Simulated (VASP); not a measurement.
CeO2:

```
Ce O
1.0
     1.93162    1.11522    3.15555
    -1.93162    1.11522    3.15555
     0.00000   -2.23045    3.15555
Ce O
1 2
Cartesian
  0.0000 0.0000 0.0000
  0.0000 0.0000 2.3666
  0.0000 0.0000 7.1000
```

Base run:

| Quantity | Value |
| --- | --- |
| Program | VASP 6.6.1 |
| Functional | RPBE |
| Potentials or basis | VASP PAW PBE potentials, release 64 (Ce, O) |
| Cutoff | 520 eV |
| k mesh | 10 × 10 × 10 |
| Occupations | gaussian, width 0.05 eV |
| Spin | no spin polarisation |

Its results: band gap on the k mesh 1.90 eV (least direct gap 1.96 eV); pressure 3.8 GPa.

The run is repeated on the same cell with these changes: functional from RPBE to PBE; further incar settings from ALGO = Normal; EDIFF = 1e-07; NBANDS = 19 to ALGO = Normal; EDIFF = 1e-06; NBANDS = 19. What comes out?

Band gap on the k mesh 1.89 eV (least direct gap 1.95 eV); pressure 0.0 GPa.

Caveats: spin-orbit coupling is left out, which moves the levels of the heavy elements; the cell stands under pressure (at least some runs); the PAW data sets were made with another functional, which shifts forces and pressure a little (at least some runs).

A k mesh can miss the band edges.
